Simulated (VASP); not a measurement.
SrTiC: single point with PBE

The system is SrTiC.

```
CELL_PARAMETERS angstrom
3.64108 0.00000 0.00000
-1.82054 3.15327 0.00000
0.00000 0.00000 5.16441
ATOMIC_POSITIONS crystal
Sr 0.00000 0.00000 0.00000
Ti 0.66667 0.33333 0.50000
C 0.33333 0.66667 0.50000
```

```
Program                : VASP 6.6.1
Task                   : single point
Functional             : PBE
Potentials or basis    : VASP PAW PBE potentials, release 64 (Sr_sv, Ti_sv, C)
Cutoff                 : 520 eV
k mesh                 : 12 × 12 × 10
Occupations            : gaussian, width 0.1 eV
Spin                   : no spin polarisation
Dipole correction      : no
Further INCAR settings : ALGO = Normal; EDIFF = 1e-06; NBANDS = 20
```

The pressure is 0.1 GPa and the band gap on the k mesh is zero (band 13 reaches 5.36 eV, above the bottom of band 14 at 4.95 eV).

Stress tensor (GPa, compression positive):
```
0.17 0.00 0.00
0.00 0.17 0.00
0.00 0.00 0.03
```

Levels at points of the mesh, in eV from the Fermi level:
| k point | band 10 | band 11 | band 12 | band 13 | band 14 | band 15 | band 16 | band 17 |
| --- | --- | --- | --- | --- | --- | --- | --- | --- |
| (0.00, 0.00, 0.00) | -2.75 | -2.75 | -2.57 | -1.77 | 1.14 | 1.14 | 1.91 | 3.17 |
| (0.50, 0.00, 0.00) | -3.67 | -2.75 | -1.13 | -0.93 | 0.54 | 1.05 | 1.48 | 1.67 |
| (0.00, 0.00, 0.50) | -3.85 | -2.79 | -2.79 | 0.25 | 0.75 | 0.92 | 0.92 | 3.83 |
| (0.50, 0.00, 0.50) | -3.19 | -2.83 | -1.23 | -0.37 | 0.13 | 0.97 | 1.24 | 1.69 |

Run time: 62 s on 1 thread of AMD EPYC 9R45 96-Core Processor (Zen 5), on a shared host, peak memory 0.26 GiB.
